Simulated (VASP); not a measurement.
Runs of VASP 6.6.1 on MgI2. The structure is trigonal, space group P-3m1 (No. 164). The conventional cell has a = 4.140 Å, b = 4.140 Å, c = 6.880 Å, α = 90.00°, β = 90.00°, γ = 120.00°. I (site symmetry 3m) has 3 Mg at 2.94 Å within 3.9 Å. Mg (site symmetry -3m) has 6 I at 2.94 Å within 3.9 Å. 

| task | level | spin | k mesh | cutoff (eV) | smearing | dipole correction | grid for exact exchange (PRECFOCK) | share of exact exchange | screening parameter | tolerance level | gap on the mesh (eV) | pressure (GPa) | largest force (eV/Å) |
| --- | --- | --- | --- | --- | --- | --- | --- | --- | --- | --- | --- | --- | --- |
| single point | PBE-based screened hybrid with 25 % exact exchange | off | 4 × 4 × 2 | 520 | fermi-dirac 0.05 eV | no | Normal | 0.25 | 0.1 1/Å | - | 4.76 | -0.2 | 0.40 |
| single point | PBE-based screened hybrid with 25 % exact exchange | off | 4 × 4 × 2 | 520 | fermi-dirac 0.05 eV | no | Normal | 0.25 | 0.4 1/Å | - | 4.03 | 0.1 | 0.36 |
| single point | PBE-based screened hybrid with 25 % exact exchange | off | 4 × 4 × 2 | 520 | fermi-dirac 0.05 eV | no | Normal | 0.25 | 0.6 1/Å | - | (b) | 0.3 | 0.33 |
| band structure | r2SCAN | non-collinear, zero start, SOC | 5 × 5 × 3 | 230 | gaussian 0.03 eV | - | - | - | - | screening | - | 0.1 | 0.31 |
| single point | PBE-based screened hybrid with 25 % exact exchange | off | 4 × 4 × 2 | 520 | fermi-dirac 0.05 eV | no | Normal | 0.25 | 0.2 1/Å | - | (a) | -0.1 | 0.39 |

Alike in all rows: potentials or basis VASP PAW PBE potentials, release 64 (I, Mg); cell as given.

Task: Estimate the missing entries.

Result: (a) 4.44; (b) 3.81.

Caveats: some runs use coarse meshes; the PAW data sets were made with another functional, which shifts forces and pressure a little; spin-orbit coupling is left out, which moves the levels of the heavy elements (at least some runs); the cutoff is under 1.25 times the usual one of these potentials, so pressure, stress and relaxed cells hold a basis-set (Pulay) error (at least some runs).

A k mesh can miss the band edges, and rows without SOC leave out spin-orbit coupling on I.
